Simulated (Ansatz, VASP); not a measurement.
## MoS2 in VASP and in Ansatz

```
CELL_PARAMETERS angstrom
3.13466 0.00000 0.00000
-1.56733 2.71469 0.00000
0.00000 0.00000 23.93758
ATOMIC_POSITIONS crystal
S 0.00000 0.00000 0.18799
S 0.33333 0.66667 0.32245
S 0.55556 0.44444 0.44527
S 0.88889 0.11111 0.57974
Mo 0.66667 0.33333 0.25522
Mo 0.22222 0.77778 0.51251
```

Alike in both runs: task single point; functional PBE; dispersion D3(BJ); k mesh 12 × 12 × 1; occupations gaussian, width 0.1 eV; no spin polarisation.

|  | VASP | Ansatz |
| --- | --- | --- |
| version | VASP 6.6.1 | Ansatz 0.2.0 |
| potentials or method | VASP PAW PBE potentials, release 64 (S, Mo_sv), cutoff 520 eV | scalar-relativistic, plane waves, PAW |
| valence electrons in the cell | 52 | 52 |

|  | VASP | Ansatz | Ansatz less VASP |
| --- | --- | --- | --- |
| gap on the k mesh at the Fermi level (eV) | none | none | - |
| rms of the force components (eV/Å) | 0.044 | 0.042 | -0.0030 |
| work function, face that differs most (eV) | 5.10 | 5.12 | +0.023 |

A gap of «none» marks a metal or a gap that the smearing closes.
